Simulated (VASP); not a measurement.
Input of a VASP 6.6.1 run:

File INCAR:

```
PREC = Accurate ; ENCUT = 520
EDIFF = 1E-7 ; ISMEAR = 0
SIGMA = 0.05 ; LREAL = False
LASPH = True ; NELM = 80
ALGO = Normal ; ISIF = 2
LWAVE = False ; LCHARG = True
GGA = CA ; LELF = True
LVHAR = True ; NBANDS = 11
```

File KPOINTS:

```
Automatic mesh
0
Gamma
  8 8 8
```

POSCAR

```
MgS
1.0
    0.0000000000      2.7317325000      2.5366087500
    2.7317325000      0.0000000000      2.5366087500
    2.7317325000      2.7317325000      0.0000000000
Mg S
1 1
Direct
    0.0000000000      0.0000000000      0.0000000000
    0.5000000000      0.5000000000      0.5000000000
```

Potentials or basis: VASP PAW LDA potentials, release 64 (Mg, S).

The run is started by

```sh
$ cat potpaw_LDA.64/Mg/POTCAR potpaw_LDA.64/S/POTCAR > POTCAR
$ mpirun -np 1 vasp_std > vasp.out
```

Problem. Predict the pressure.

Solution. -7.4 GPa.

Problem. Predict the band gap on the k mesh.

Solution. 2.14 eV, indirect (least direct gap 2.85 eV).

Stress tensor (GPa, compression positive):
```
-9.07  0.00  0.00
 0.00 -9.07  0.00
 0.00  0.00 -3.92
```

Caveat: the cell differs from its parent crystal (strain +0.050 along x and y, -0.025 along z). A k mesh can miss the band edges.
